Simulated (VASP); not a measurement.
The system is AgCl (Chlorargyrite).

```
CELL_PARAMETERS angstrom
0.00000 2.77099 2.77099
2.77099 0.00000 2.77099
2.77099 2.77099 0.00000
ATOMIC_POSITIONS crystal
Ag 0.00000 0.00000 0.00000
Cl 0.50000 0.50000 0.50000
```

Base run:

```yaml
Program: VASP 6.6.1
Functional: LDA
Potentials_or_basis: VASP PAW LDA potentials, release 64 (Ag, Cl)
Cutoff: 520 eV
k_mesh: 8 × 8 × 8
Occupations: fermi-dirac, width 0.05 eV
Spin: no spin polarisation
```

Its results: band gap on the k mesh 0.64 eV, indirect (least direct gap 2.95 eV); pressure -5.5 GPa.

**Question.** The run is repeated on the same cell with these changes: functional from LDA to r2SCAN; potentials or basis from VASP PAW LDA potentials, release 64 (Ag, Cl) to VASP PAW PBE potentials, release 64 (Ag, Cl). What comes out?

**Answer.** Band gap on the k mesh 1.42 eV, indirect (least direct gap 3.71 eV); pressure 0.0 GPa.

Caveats: the PAW data sets were made with another functional, which shifts forces and pressure a little (some runs).

A k mesh can miss the band edges.
